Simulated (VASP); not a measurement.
Write the native input for VASP 6.6.1 that does the following.

- Task: single point
- Functional: PBE
- Potentials or basis: VASP PAW PBE potentials, release 64 (Cd, Se)
- Cutoff: 520 eV
- k mesh: 8 × 8 × 8
- Occupations: gaussian, width 0.1 eV
- Spin: no spin polarisation
- Dipole correction: no
- Further INCAR settings: ALGO = Normal; EDIFF = 1e-07; NBANDS = 26

The structure of CdSe4 lies in POSCAR:

```
CdSe4
1.0
    5.1748012199      0.0000000000      0.0000000000
    0.0000000000      5.1748012199      0.0000000000
    0.0000000000      0.0000000000      5.1748012199
Cd Se
1 4
Direct
    0.5000000000      0.5000000000      0.5000000000
    0.0000000000      0.0000000000      0.0000000000
    0.5000000000      0.5000000000      0.0000000000
    0.5000000000      0.0000000000      0.5000000000
    0.0000000000      0.5000000000      0.5000000000
```

The cell was generated, and may not be a known phase.

The input as run:

INCAR

```
ALGO = Normal ; EDIFF = 1E-7
ENCUT = 520 ; GGA = PE
ISIF = 2 ; ISMEAR = 0
LASPH = T ; LCHARG = F
LREAL = F ; LWAVE = F
NBANDS = 26 ; NELM = 100
PREC = Accurate ; SIGMA = 0.1
```

KPOINTS

```
k-points
0
Gamma
  8 8 8
```

Potentials or basis: VASP PAW PBE potentials, release 64 (Cd, Se).

The run is started by

```console
$ cat potpaw_PBE.64/Cd/POTCAR potpaw_PBE.64/Se/POTCAR > POTCAR
$ mpirun -np 1 vasp_std > vasp.out
```

Results of the run:

- Pressure: 0.3 GPa
- Band gap on the k mesh: zero (bands 18 and 19 overlap by 1.08 eV)

Wall time 81 s on 1 thread of Intel(R) Xeon(R) Platinum 8124M CPU @ 3.00GHz (Skylake/Cascade Lake), with other jobs on the host, peak memory 0.3 GiB.
